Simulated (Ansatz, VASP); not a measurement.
# Ti2NiGeS4 in VASP and in Ansatz

```xyz
8
Lattice="0.0000 5.3238 0.0000 5.3238 0.0000 0.0000 2.6619 2.6619 -5.2632" Properties=species:S:1:pos:R:3 pbc="T T T"
Ni    0.0000    0.0000    0.0000
S     4.0194    4.0194   -3.8737
S     1.3576    3.9662   -1.3895
S     6.6281    6.6281   -3.8737
S     3.9662    1.3576   -1.3895
Ti    2.6619    5.3238   -2.6316
Ti    5.3238    2.6619   -2.6316
Ge    2.6619    2.6619    0.0000
```

Alike in both runs: task single point; functional r2SCAN; k mesh 5 × 5 × 5; collinear spin; Hubbard terms Ni d U = 2.55 eV, Ti d U = 4.02 eV.

|  | VASP | Ansatz |
| --- | --- | --- |
| version | VASP 6.6.1 | Ansatz 0.2.0 |
| potentials or method | VASP PAW PBE potentials, release 64 (Ni, S, Ti_sv, Ge_d), cutoff 520 eV | PAW plane waves |
| occupations | fermi-dirac, width 0.1 eV | fermi-dirac |
| valence electrons in the cell | 72 | 80 |

|  | VASP | Ansatz | Ansatz less VASP |
| --- | --- | --- | --- |
| pressure (GPa) | 15.3 | 20.1 | +4.86 |
| traceless stress, the component that is largest in VASP (GPa) | -0.36 | -2.67 | -2.311 |
| rms of the force components (eV/Å) | 1.100 | 1.201 | +0.1003 |
| net moment per atom (μB) | 0.25 | 0.30 | +0.057 |
| size of the moment on the site where the two differ most (μB) | 0.68 | 0.92 | +0.235 |

VASP's potentials were made for PBE, not for r2SCAN. Site moments also hang on the region over which each program counts them. The programs project onto different local orbitals, so the same U acts differently, and such runs can settle in different states. Atom by atom the forces differ by 0.278 eV/Å (rms over components). VASP's potentials hold 72 valence electrons a cell and Ansatz's 80, so a difference there can come from the potentials and not from the codes. Ansatz's warnings: filled band counts differ across k points, structure snapped to symmetry.
